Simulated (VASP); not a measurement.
Input of a VASP 6.6.1 run:

The input POSCAR:

```
NbH2
1.0
    2.2393020366      2.2393020366      0.0000000000
   -2.2393020366      2.2393020366      0.0000000000
    0.0000000000      0.0000000000      4.4786040732
Nb H
2 4
Direct
    0.0000000000      0.0000000000      0.0000000000
    0.5000000000      0.5000000000      0.5000000000
    0.0000000000      0.5000000000      0.7500000000
    0.5000000000      0.0000000000      0.7500000000
    0.5000000000      0.0000000000      0.2500000000
    0.0000000000      0.5000000000      0.2500000000
```

The input INCAR.step1:

```
SYSTEM = NbH2
  PREC = Accurate
  ENCUT = 520
  ISMEAR = 0
  SIGMA = 0.1
  LREAL = .FALSE.
  LASPH = .TRUE.
  NELM = 60
  NBANDS = 24
  GGA = PE
  ALGO = Normal
  EDIFF = 1E-4
  LWAVE = .TRUE.
  LCHARG = .FALSE.
```

Contents of INCAR.step2:

```
SYSTEM = NbH2
  PREC = Accurate
  ENCUT = 520
  EDIFF = 1E-6
  ISMEAR = 0
  SIGMA = 0.1
  LREAL = .FALSE.
  LASPH = .TRUE.
  NELM = 60
  ALGO = Normal
  ISIF = 2
  LWAVE = .FALSE.
  LCHARG = .TRUE.
  METAGGA = R2SCAN
  LMIXTAU = .TRUE.
  LELF = .TRUE.
  LVHAR = .TRUE.
  NBANDS = 24
  ISTART = 1
```

File KPOINTS:

```
regular mesh
0
G
  12 12 8
  0 0 0
```

Potentials or basis: VASP PAW PBE potentials, release 64 (Nb_sv, H).

Launch:

```bash
$ cat potpaw_PBE.64/Nb_sv/POTCAR potpaw_PBE.64/H/POTCAR > POTCAR
$ cp INCAR.step1 INCAR
$ mpirun -np 1 vasp_std > vasp.out
$ cp INCAR.step2 INCAR
$ mpirun -np 1 vasp_std > vasp.out
```

Estimate the band gap on the k mesh.

zero (bands 15 and 16 overlap by 4.64 eV).

What does it give for the pressure?

9.0 GPa.

Caveat: the cell differs from its parent crystal (equal strain along all axes, cell held: -1.5 %); the cell stands under pressure; the PAW data sets were made with another functional, which shifts forces and pressure a little.
